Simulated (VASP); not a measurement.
Set up this calculation in VASP 6.6.1, as the native input.

* Task: single point
* Functional: PBEsol
* Dispersion: D3(BJ)
* Potentials or basis: VASP PAW PBE potentials, release 64 (In_d, Se)
* Cutoff: 520 eV
* k mesh: 10 × 10 × 10
* Occupations: gaussian, width 0.15 eV
* Spin: no spin polarisation
* Dipole correction: no
* Further INCAR settings: ALGO = Normal; EDIFF = 1e-06; NBANDS = 30

The structure of In3Se lies in POSCAR:

```
In3Se
1.0
    4.5878535042      0.0000000000      0.0000000000
    0.0000000000      4.5878535042      0.0000000000
    0.0000000000      0.0000000000      4.5878535042
In Se
3 1
Direct
    0.0000000000      0.5000000000      0.5000000000
    0.5000000000      0.0000000000      0.5000000000
    0.5000000000      0.5000000000      0.0000000000
   -0.0163475141      0.0000000000      0.0000000000
```

This cell differs from its parent crystal: atom 4 (Se) moved +0.075 Å towards its neighbour atom 4 (Se) at 4.588 Å.

The input as run:

INCAR

```
SYSTEM = In3Se
ALGO     = Normal         ! electronic algorithm
EDIFF    = 1E-6           ! SCF threshold, eV
ENCUT    = 520            ! plane-wave cutoff, eV
GGA      = PS             ! functional
ISIF     = 2              ! what is computed and relaxed
ISMEAR   = 0              ! smearing method
IVDW     = 12             ! dispersion correction
LASPH    = .TRUE.         ! aspherical terms in the spheres
LCHARG   = .TRUE.         ! write CHGCAR
LELF     = .TRUE.         ! ELF
LREAL    = .FALSE.        ! projectors in reciprocal space
LVHAR    = .TRUE.       
LWAVE    = .FALSE.        ! write WAVECAR
NBANDS   = 30             ! bands
NELM     = 100            ! most SCF steps
PREC     = Accurate       ! precision mode
SIGMA    = 0.15           ! smearing width, eV
```

KPOINTS

```
k-points
0
G
  10 10 10
  0 0 0
```

Potentials or basis: VASP PAW PBE potentials, release 64 (In_d, Se).

Launch:

```bash
$ cat potpaw_PBE.64/In_d/POTCAR potpaw_PBE.64/Se/POTCAR > POTCAR
$ mpirun -np 1 vasp_std > vasp.out
```

Results of the run:

```json
{
  "Pressure": "0.0 GPa",
  "Largest force": "0.062 eV/Å",
  "Band gap on the k mesh": "zero (an odd number of electrons rules out a gap without spin polarisation)",
  "Dispersion energy per atom": "-0.370 eV"
}
```

Caveat: the cell differs from its parent crystal (atom 4 (Se) moved +0.075 Å towards its neighbour atom 4 (Se) at 4.588 Å); the PAW data sets were made with another functional, which shifts forces and pressure a little; spin-orbit coupling is left out, which moves the levels of the heavy elements.

Run time: 100 s on 1 thread of Intel(R) Xeon(R) 6975P-C (Granite Rapids) (shared host), peak memory 0.43 GiB.
